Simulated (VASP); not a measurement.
# LiH: electric field gradients with LDA

LiH:

```xyz
2
Lattice="-0.0406 2.0122 2.0122 2.0122 -0.0406 2.0122 2.0122 2.0122 -0.0406" Properties=species:S:1:pos:R:3 pbc="T T T"
Li    0.0000    0.0000    0.0000
H     1.9918    1.9918    1.9919
```

This cell differs from its parent crystal: equal xy, yz and zx shear strains of -2 %.

- Program: VASP 6.6.1
- Task: electric field gradients
- Functional: LDA
- Potentials or basis: VASP PAW LDA potentials, release 64 (Li_sv, H)
- Cutoff: 520 eV
- k mesh: 11 × 11 × 11
- Occupations: fermi-dirac, width 0.03 eV
- Spin: no spin polarisation
- Dipole correction: no
- Further INCAR settings: ALGO = Normal; EDIFF = 1e-08; NBANDS = 9

```yaml
Band_gap_on_the_k_mesh: 2.82 eV, indirect (least direct gap 2.83 eV)
```

Levels at points of the mesh, in eV from the valence-band top:
```csv
k point,band 1,band 2,band 3,band 4,band 5,band 6
"(0.00, 0.00, 0.00)",-43.47,-5.37,15.60,16.75,16.75,17.52
```

Run time: 6.8 s on 1 thread of Intel(R) Xeon(R) 6975P-C (Granite Rapids), with other jobs on the host, peak memory 0.13 GiB.

Caveat: the cell differs from its parent crystal (equal xy, yz and zx shear strains of -2 %); without QUAD_EFG the Cq values of the log hold for a quadrupole moment of 1 mb, not for the nuclei. A k mesh can miss the band edges.
